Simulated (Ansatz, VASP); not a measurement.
**Two plane-wave programs on AgCl**

```
CELL_PARAMETERS angstrom
0.00000 2.77317 2.77317
2.77317 0.00000 2.77317
2.77317 2.77317 0.00000
ATOMIC_POSITIONS crystal
Ag 0.00000 0.00000 0.00000
Cl 0.50000 0.50000 0.50000
```

Alike in both runs: task single point; functional PBE-based screened hybrid with a share of 0.75 of exact exchange and HFSCREEN = 0.2078; k mesh 4 × 4 × 4; no spin polarisation.

|  | VASP | Ansatz |
| --- | --- | --- |
| version | VASP 6.6.1 | Ansatz 0.2.0 |
| potentials or method | VASP PAW PBE potentials, release 64 (Ag, Cl) | plane waves |
| plane-wave cutoff (eV) | 520 | 420 |
| occupations | gaussian, width 0.01 eV | fixed |
| valence electrons in the cell | 18 | 26 |

VASP gave:

| Quantity | Value |
| --- | --- |
| gap on the k mesh at the Fermi level (eV) | 5.62 |
| pressure (GPa) | 0.9 |

**Question.** Estimate Ansatz's values.

**Answer.** gap on the k mesh at the Fermi level (eV): 5.69; pressure (GPa): 1.1.

VASP's potentials were made for PBE, not for PBE-based screened hybrid. VASP's potentials hold 18 valence electrons a cell and Ansatz's 26, so a difference there can come from the potentials and not from the codes. Ansatz's warnings: stress exchange threshold loose, stress scf threshold loose.

The k mesh is coarse, so the values compare programs but aren't converged.
